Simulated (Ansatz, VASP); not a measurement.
## CuI: VASP beside Ansatz

Contents of INCAR:

```
PREC = Accurate ; ENCUT = 520
EDIFF = 1E-6 ; ISMEAR = -1
SIGMA = 0.02 ; LREAL = F
LASPH = T ; NELM = 60
ALGO = Normal ; ISIF = 2
LWAVE = F ; LCHARG = F
GGA = PE ; NBANDS = 26
```

The input KPOINTS:

```
Automatic mesh
0
Gamma
  5 5 6
```

POSCAR

```
CuI
1.0
    3.7331675900     -3.7110863700      0.0000000000
    3.7331675900      3.7110863700      0.0000000000
    0.0000000000      0.0000000000      4.2208577166
Cu I
2 2
Direct
    0.4204388300      0.5795611700      0.7500000000
    0.5795611700      0.4204388300      0.2500000000
    0.7700426800      0.2299573200      0.7500000000
    0.2299573200      0.7700426800      0.2500000000
```

Input for Ansatz:

```yaml
crystal:
  lattice:
    - [3.73316759, -3.71108637, 0.0]
    - [3.73316759, 3.71108637, 0.0]
    - [0.0, 0.0, 4.2208577166]
  atoms:
    - { symbol: Cu, position: [0.42043883, 0.57956117, 0.75] }
    - { symbol: Cu, position: [0.57956117, 0.42043883, 0.25] }
    - { symbol: I, position: [0.77004268, 0.22995732, 0.75] }
    - { symbol: I, position: [0.22995732, 0.77004268, 0.25] }
kpoints:
  mp_grid: { grid: [5, 5, 6] }
  band_path:
    path:
      - [0.0, 0.0, 0.0]
      - [0.5, 0.5, 0.0]
      - [0.4970513089, 0.5029486911, 0.0]
      - [-0.4970513089, 0.4970513089, 0.0]
      - [0.0, 0.0, 0.0]
      - [0.0, 0.0, 0.5]
      - [-0.4970513089, 0.4970513089, 0.5]
      - [0.4970513089, 0.5029486911, 0.5]
      - [0.5, 0.5, 0.5]
    npoints: 5
scf:
  occupations: { method: fermi_dirac, width: 0.02 }
hamiltonian:
  xc: pbe
  pseudopotentials: { kind: all_electron, lapw: { basis_error: 0.0005 } }
output:
  forces: true
  stress: true
  eigenvalues: true
```

Change from the starting cell: zz strain of -2 %.

Alike in both runs: task single point; functional PBE; k mesh 5 × 5 × 6; occupations fermi-dirac, width 0.02 eV; no spin polarisation.

|  | VASP | Ansatz |
| --- | --- | --- |
| version | VASP 6.6.1 | Ansatz 0.2.0 |
| potentials or method | VASP PAW PBE potentials, release 64 (Cu, I), cutoff 520 eV | all-electron LAPW, scalar-relativistic |

```tsv
	VASP	Ansatz	Ansatz less VASP
gap on the k mesh at the Fermi level (eV)	1.01	1.00	-0.018
pressure (GPa)	2.8	2.7	-0.12
traceless stress, the component that is largest in VASP (GPa)	-1.68	-1.62	+0.054
rms of the force components (eV/Å)	0.146	0.142	-0.0046
```

Atom by atom the forces differ by 0.006 eV/Å (rms over components). Ansatz ran all-electron here, and VASP with PAW potentials.

Neither program's run includes spin-orbit coupling.
